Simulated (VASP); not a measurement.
# O (R-3m) in VASP: relaxation of cell and atoms with r2SCAN

Aim: the relaxation of cell and atoms of O with r2SCAN.

Everything below comes from runs of VASP 6.6.1. Logs are shortened: lines on timing, memory, paths and dates and some standing lists are left out, and cuts for length are marked.

### Step 1. The cell of the first run

Symmetry: R-3m, No. 166, trigonal system. Conventional cell: a = 3.460 Å, b = 3.460 Å, c = 11.577 Å, α = 90.00°, β = 90.00°, γ = 120.00°. Within 1.6 Å of O (site symmetry 3m) lie 1 O at 1.22 Å.

### Step 2. Relaxation of cell and atoms, r2SCAN, collinear spin, ferromagnetic start, target pressure -3 GPa, at which the enthalpy is minimised

POSCAR reads:

```
O
1.0
    1.7297925195      0.9986961768      3.8591474681
   -1.7297925195      0.9986961768      3.8591474681
    0.0000000000     -1.9973923536      3.8591474681
O
2
Direct
    0.0526029192      0.0526029192      0.0526029192
    0.9473970808      0.9473970808      0.9473970808
```

INCAR.step1 reads:

```
SYSTEM = O
  ALGO = Normal
  EDIFF = 1E-5
  EDIFFG = -0.005
  ENCUT = 660
  GGA = PE
  GGA_COMPAT = .FALSE.
  IBRION = 2
  ISIF = 3
  ISMEAR = 0
  ISPIN = 2
  KPAR = 4
  LASPH = .TRUE.
  LCHARG = .FALSE.
  LREAL = .FALSE.
  LWAVE = .TRUE.
  MAGMOM = 0.63 0.63
  NELM = 200
  NELMIN = 4
  NSW = 100
  PREC = Accurate
  SIGMA = 0.02
```

INCAR.step2 reads:

```
SYSTEM = O
  ALGO = Normal
  EDIFF = 1E-7
  EDIFFG = -0.008
  ENCUT = 660
  GGA_COMPAT = .FALSE.
  IBRION = 2
  ISIF = 3
  ISMEAR = 0
  ISPIN = 2
  ISTART = 1
  KPAR = 4
  LASPH = .TRUE.
  LCHARG = .FALSE.
  LMIXTAU = .TRUE.
  LORBIT = 11
  LREAL = .FALSE.
  LWAVE = .FALSE.
  MAGMOM = 0.63 0.63
  METAGGA = R2SCAN
  NELM = 200
  NELMIN = 4
  NSW = 70
  PREC = Accurate
  PSTRESS = -30.0
  SIGMA = 0.02
```

KPOINTS reads:

```
k-points
0
G
  12 12 12
  0 0 0
```

Potentials or basis: VASP PAW PBE potentials, release 64 (O).

The run is started by

```
$ cat potpaw_PBE.64/O/POTCAR > POTCAR
$ cp INCAR.step1 INCAR
$ mpirun -np 4 vasp_std > vasp.out
$ cp INCAR.step2 INCAR
$ mpirun -np 4 vasp_std > vasp.out
```

OUTCAR:

```text
SYSTEM = O
   EDIFF = 1E-7
   EDIFFG = -0.008
   ENCUT = 660
   IBRION = 2
   ISIF = 3
   ISMEAR = 0
   ISPIN = 2
   ISTART = 1
   LASPH = .TRUE.
   LORBIT = 11
   LREAL = .FALSE.
   METAGGA = R2SCAN
   NELM = 200
   NELMIN = 4
   NSW = 70
   PREC = Accurate
   PSTRESS = -30.0

 ion  position               nearest neighbor table
   1  0.053  0.053  0.053-   2 1.22
   2  0.947  0.947  0.947-   1 1.22

  LATTYP: Found a trigonal (rhomboedric) cell.
 ALAT       =     4.3454108430
 COS(alpha) =     0.6830751178

  Lattice vectors:

 A1 = (   1.7297925195,   0.9986961768,   3.8591474681)
 A2 = (  -1.7297925195,   0.9986961768,   3.8591474681)
 A3 = (   0.0000000000,  -1.9973923536,   3.8591474681)

Analysis of symmetry for initial positions (statically):
=====================================================================
 Subroutine PRICEL returns:
 Original cell was already a primitive cell.

 Routine SETGRP: Setting up the symmetry group for a
 trigonal (rhombohedral) supercell.

 Subroutine GETGRP returns: Found 12 space group operations
 (whereof 12 operations were pure point group operations)
 out of a pool of 12 trial point group operations.

The static configuration has the point symmetry D_3d.

Analysis of symmetry for dynamics (positions and initial velocities):
=====================================================================
 Subroutine PRICEL returns:
 Original cell was already a primitive cell.

 Routine SETGRP: Setting up the symmetry group for a
 trigonal (rhombohedral) supercell.

 Subroutine GETGRP returns: Found 12 space group operations
 (whereof 12 operations were pure point group operations)
 out of a pool of 12 trial point group operations.

The dynamic configuration has the point symmetry D_3d.

Analysis of structural, dynamic, and magnetic symmetry:
=====================================================================
 Subroutine PRICEL returns:
 Original cell was already a primitive cell.

 Routine SETGRP: Setting up the symmetry group for a
 trigonal (rhombohedral) supercell.

 Subroutine GETGRP returns: Found 12 space group operations
 (whereof 12 operations were pure point group operations)
 out of a pool of 12 trial point group operations.

The overall configuration has the point symmetry D_3d.

 Subroutine INISYM returns: Found 12 space group operations
 (whereof 12 operations are pure point group operations),
 and found     1 'primitive' translations

----------------------------------------------------------------------------------------

                                     Primitive cell

  volume of cell :      40.0009

  direct lattice vectors                    reciprocal lattice vectors
     1.729792519  0.998696177  3.859147468     0.289052007  0.166884254  0.086374863
    -1.729792519  0.998696177  3.859147468    -0.289052007  0.166884254  0.086374863
     0.000000000 -1.997392354  3.859147468     0.000000000 -0.333768508  0.086374863

  length of vectors
     4.345410843  4.345410843  4.345410843     0.344763737  0.344763737  0.344763737

  position of ions in fractional coordinates (direct lattice)
     0.052602919  0.052602919  0.052602919
     0.947397081  0.947397081  0.947397081

  ion indices of the primitive-cell ions
   primitive index   ion index
                 1           1
                 2           2

----------------------------------------------------------------------------------------

 KPOINTS: k-points

Automatic generation of k-mesh.
 Grid dimensions read from file:
 generate k-points for:   12   12   12

 Generating k-lattice:

  Cartesian coordinates                     Fractional coordinates (reciprocal lattice)
     0.024087667  0.013907021  0.007197905     0.083333333 -0.000000000  0.000000000
    -0.024087667  0.013907021  0.007197905    -0.000000000  0.083333333  0.000000000
     0.000000000 -0.027814042  0.007197905     0.000000000  0.000000000  0.083333333

  Length of vectors
     0.028730311  0.028730311  0.028730311

  Shift w.r.t. Gamma in fractional coordinates (k-lattice)
     0.000000000  0.000000000  0.000000000

 Subroutine IBZKPT returns following result:
 ===========================================

 Found    189 irreducible k-points:

 Following reciprocal coordinates:
            Coordinates               Weight
  0.000000  0.000000  0.000000      1.000000
  0.083333  0.000000  0.000000      6.000000
  0.166667  0.000000  0.000000      6.000000
  0.250000 -0.000000  0.000000      6.000000
  0.333333  0.000000  0.000000      6.000000
  0.416667  0.000000  0.000000      6.000000
[... 16 lines left out ...]
  0.500000  0.166667  0.000000     12.000000
 -0.416667  0.166667  0.000000     12.000000
 [... further k-points ...]
   k-points           NKPTS =    189   k-points in BZ     NKDIM =    189   number of bands    NBANDS=     11
   number of dos      NEDOS =    301   number of ions     NIONS =      2
   total plane-waves  NPLWV =  46656
   dimension x,y,z NGX =    36 NGY =   36 NGZ =   36
   dimension x,y,z NGXF=    72 NGYF=   72 NGZF=   72
   ions per type =               2
   NGX,Y,Z   is equivalent  to a cutoff of  13.77, 13.77, 13.77 a.u.
   NGXF,Y,Z  is equivalent  to a cutoff of  27.55, 27.55, 27.55 a.u.
 SYSTEM =  O
   PREC   = accura    normal or accurate (medium, high low for compatibility)
   ISTART =      1    job   : 0-new  1-cont  2-samecut
   ICHARG =      0    charge: 1-file 2-atom 10-const
   ISPIN  =      2    spin polarized calculation?
   LNONCOLLINEAR =      F non collinear calculations
   LSORBIT =      F    spin-orbit coupling
   LASPH  =      T    aspherical Exc in radial PAW
   ENCUT  =  660.0 eV  48.51 Ry    6.96 a.u.   9.10  9.10  9.10*2*pi/ulx,y,z
   NELM   =    200;   NELMIN=  4; NELMDL=  0     # of ELM steps
   EDIFF  = 0.1E-06   stopping-criterion for ELM
   LREAL  =      F    real-space projection
   EDIFFG = -.8E-02   stopping-criterion for IOM
   NSW    =     70    number of steps for IOM
   IBRION =      2    ionic relax: 0-MD 1-quasi-New 2-CG
   NFREE  =      1    steps in history (QN), initial steepest desc. (CG)
   ISIF   =      3    stress and relaxation
   ISYM   =      2    0-nonsym 1-usesym 2-fastsym
   POTIM  = 0.5000    time-step for ionic-motion
   TEBEG  =    0.0;   TEEND  =   0.0 temperature during run
   PSTRESS=  -30.0 pullay stress
   NELECT =      12.0000    total number of electrons
   NUPDOWN=      -1.0000    fix difference up-down
   EMIN   =  10.00;   EMAX   =-10.00  energy-range for DOS
   EFERMI =   0.00;   METHOD = LEGACY
   ISMEAR =     0;   SIGMA  =   0.02  broadening in eV -4-tet -1-fermi 0-gaus
   EFERMI_NEDOS =   21; number of points for ismear=-14 and -15
   IALGO  =     38    algorithm
   IMIX   =      4    mixing-type and parameters
     AMIX     =   0.40;   BMIX     =  1.00
     AMIX_MAG =   1.60;   BMIX_MAG =  1.00
  volume/ion in A,a.u.               =      20.00       134.97
  Fermi-wavevector in a.u.,A,eV,Ry     =   1.095919  2.070987 16.341129  1.201039
  Thomas-Fermi vector in A             =   2.232252
   LORBIT       =     11    0 simple, 1 ext, 2 COOP (PROOUT), +10 PAW based schemes
   METAGGA = R2SCAN    functional components
   LHFCALC =     F    Hartree Fock is set to
   AEXX    =    0.0000 exact exchange contribution
   IVDW    =     0    specifies the selected vdW correction
   LEPSILON=     F    determine dielectric tensor
   LRPA    =     F    only Hartree local field effects (RPA)
 conjugate gradient relaxation of ions
 spin polarized calculation
 Gauss-broadening in eV      SIGMA  =   0.02
  energy-cutoff  :      660.00
  volume of cell :       40.00
 maximum number of plane-waves:      1564
   NGX = 19   NGY = 19   NGZ = 19

--------------------------------------- Ionic step        1  -------------------------------------------

 number of electron      12.0000000 magnetization       2.0000000

 Free energy of the ion-electron system (eV)
  ---------------------------------------------------
  ext. energy  EPLUGINS =         0.00000000
  ---------------------------------------------------
  free energy    TOTEN  =       -11.90987573 eV

  energy without entropy =      -11.90987573  energy(sigma->0) =      -11.90987573

------------------------ aborting loop because EDIFF is reached ----------------------------------------

  FORCE on cell =-STRESS in cart. coord.  units (eV):
  Direction    XX          YY          ZZ          XY          YZ          ZX
  --------------------------------------------------------------------------------------
  -------------------------------------------------------------------------------------
  Total       -0.0948775     -0.0948775      0.3763542      0.0000000      0.0000000      0.0000000
  in kB       -3.8001758     -3.8001758     15.0743075      0.0000000      0.0000000      0.0000000
  external PRESSURE =      32.4913187 kB  Pullay stress =     -30.0000000 kB
[... 97 lines left out ...]
  energy  without entropy=      -11.9076076897  energy(sigma->0) =      -11.90760769

  enthalpy is  TOTEN    =       -12.6637964440 eV   P V=       -0.7561887543

[... ionic steps 4 to 22 ...]

--------------------------------------- Ionic step       23  -------------------------------------------

 number of electron      11.9999997 magnetization       2.0000001

------------------------ aborting loop because EDIFF is reached ----------------------------------------
[... 71 lines left out ...]
--------------------------------------- Ionic step       25  -------------------------------------------

 number of electron      11.9999996 magnetization       2.0000001

 Free energy of the ion-electron system (eV)
  ---------------------------------------------------
  ext. energy  EPLUGINS =         0.00000000
  ---------------------------------------------------
  free energy    TOTEN  =       -11.63346472 eV

  energy without entropy =      -11.63346472  energy(sigma->0) =      -11.63346472

 E-fermi :  -5.8465     XC(G=0):  -3.7987

 val. band max:       -5.9416247437   @ k =   0.4167   0.4167   0.4167
 cond. band min:      -2.6943193590   @ k =   0.5000   0.5000   0.0000
 fundamental gap:      3.2473053847
 Fermi energy:        -5.8464817954

 spin component 1

 k-point     1 :       0.0000    0.0000    0.0000
  band No.  band energies     occupation
      1     -32.6901      1.00000
      2     -20.4533      1.00000
      3     -12.5330      1.00000
      4     -12.5330      1.00000
      5     -12.4255      1.00000
      6      -5.9520      1.00000
      7      -5.9520      1.00000
      8       1.0663      0.00000
      9       5.1490      0.00000
     10       5.6203      0.00000
     11       7.1799      0.00000
[... 310 lines left out ...]
  band No.  band energies     occupation
      1     -32.6860      1.00000
      2     -20.4498      1.00000
      3     -12.6081      1.00000
      4     -12.5617      1.00000
      5     -12.3877      1.00000
      6      -6.0224      1.00000
      7      -5.9885      1.00000
      8       3.3869      0.00000
      9       4.1499      0.00000
     10       5.1798      0.00000
     11       6.4417      0.00000

 [... further k-points ...]

 spin component 2

 k-point     1 :       0.0000    0.0000    0.0000
  band No.  band energies     occupation
      1     -31.3020      1.00000
      2     -18.0201      1.00000
      3     -11.3421      1.00000
      4     -10.0165      1.00000
      5     -10.0165      1.00000
      6      -2.5082      0.00000
      7      -2.5082      0.00000
      8       1.4263      0.00000
      9       5.9689      0.00000
     10       6.4407      0.00000
     11       7.5835      0.00000
[... 355 lines left out ...]
  energy  without entropy=      -11.6334647232  energy(sigma->0) =      -11.63346472

  enthalpy is  TOTEN    =       -13.2483554473 eV   P V=       -1.6148907241

 reached required accuracy - stopping structural energy minimisation

 total charge

# of ion       s       p       d       tot
------------------------------------------
    1        1.643   3.311   0.000   4.955
    2        1.643   3.311   0.000   4.955
--------------------------------------------------
tot          3.286   6.623   0.000   9.909

 magnetization (x)

# of ion       s       p       d       tot
------------------------------------------
    1        0.015   0.824   0.000   0.839
    2        0.015   0.824   0.000   0.839
--------------------------------------------------
tot          0.030   1.647   0.000   1.677
```

Run time: 2 h. Hardware: 4 MPI ranks of Intel Xeon Platinum 8259CL at 2.50GHz (Skylake/Cascade Lake), shared host; peak memory 0.38 GiB.

What came out:

```yaml
Free_energy: -11.6335 eV
Relaxed_volume: 43.12 Å³/atom
Relaxed_cell: a = 5.693 Å, b = 5.693 Å, c = 5.693 Å, α = 45.73°, β = 45.73°, γ = 45.73°
Space_group_after_relaxing_to_0.1_Å: R-3m (No. 166)
Energy_change_on_relaxing_the_run_minimises_the_enthalpy: +138.2 meV/atom
Ionic_steps: 25
Pressure_after_relaxing: -3.0 GPa
Band_gap_on_the_k_mesh: 3.25 eV (least direct gap 3.27 eV)
Net_moment: 2.00 μB per cell
Site_moments: O +0.84 μB
Valence_electrons_inside_the_program's_atomic_spheres: O 4.96
```

Step by step:
```tsv
step	energy change (eV)	largest force (eV/Å)	pressure (GPa)	volume (Å³)
1	0.0000	0.4087	0.25	40.00
2	0.1625	4.2047	-7.32	42.39
3	0.0023	0.5847	-1.38	40.38
4	0.0093	0.7667	-1.67	42.30
5	0.0330	1.1978	-2.08	48.39
6	0.0786	1.6492	-2.29	62.27
7	0.6393	1.1295	-6.27	97.41
8	0.1245	0.9342	-2.19	72.76
9	0.2842	0.8857	-3.69	84.49
10	1.9560	23.2773	10.21	90.92
11	0.2837	0.2753	-3.26	84.70
12	0.2845	0.1699	-3.19	84.75
13	0.2852	0.0777	-3.12	84.79
14	0.2641	0.0690	-2.93	84.67
15	0.2406	0.1705	-2.54	84.21
16	0.3991	3.4542	-5.83	87.20
17	0.2435	0.1290	-2.80	84.38
18	0.2430	0.0917	-2.76	84.36
19	0.2778	0.0174	-3.01	86.31
20	0.2754	0.0102	-2.99	86.19
21	0.2759	0.0074	-3.01	86.21
22	0.2761	0.0148	-3.01	86.23
23	0.2765	0.0295	-3.03	86.25
24	0.2762	0.0689	-2.95	86.23
25	0.2764	0.0001	-3.00	86.24
```

Final structure:
```
CELL_PARAMETERS angstrom
2.21209 1.27715 5.08787
-2.21209 1.27715 5.08787
0.00000 -2.55430 5.08787
ATOMIC_POSITIONS crystal
O 0.04012 0.04012 0.04012
O 0.95988 0.95988 0.95988
```

Levels at points of the mesh, in eV from the valence-band top:
Spin up:
```csv
k point,band 4,band 5,band 6,band 7,band 8,band 9,band 10,band 11
"(0.00, 0.00, 0.00)",-6.59,-6.48,-0.01,-0.01,7.01,11.09,11.56,13.12
"(0.50, 0.00, 0.00)",-6.61,-6.45,-0.08,-0.03,9.12,10.00,11.11,12.72
"(0.50, 0.50, 0.00)",-6.61,-6.44,-0.11,-0.02,9.32,10.20,10.83,11.50
"(0.50, 0.50, 0.50)",-6.59,-6.45,0.00,0.00,7.62,8.22,12.21,15.26
```
Spin down:
```tsv
k point	band 3	band 4	band 5	band 6	band 7	band 8
(0.00, 0.00, 0.00)	-5.40	-4.07	-4.07	3.43	3.43	7.37
(0.50, 0.00, 0.00)	-5.35	-4.21	-4.10	3.29	3.39	9.61
(0.50, 0.50, 0.00)	-5.34	-4.21	-4.11	3.25	3.43	9.99
(0.50, 0.50, 0.50)	-5.35	-4.08	-4.08	3.45	3.45	8.22
```

Caveat: the cell is relaxed towards a set pressure, so the run minimises the enthalpy, not the energy; the standard files for N, O and F lose accuracy on very short bonds; the volume moved by over 15 % at a fixed basis, so the end points are rough; the PAW data sets were made with another functional, which shifts forces and pressure a little.
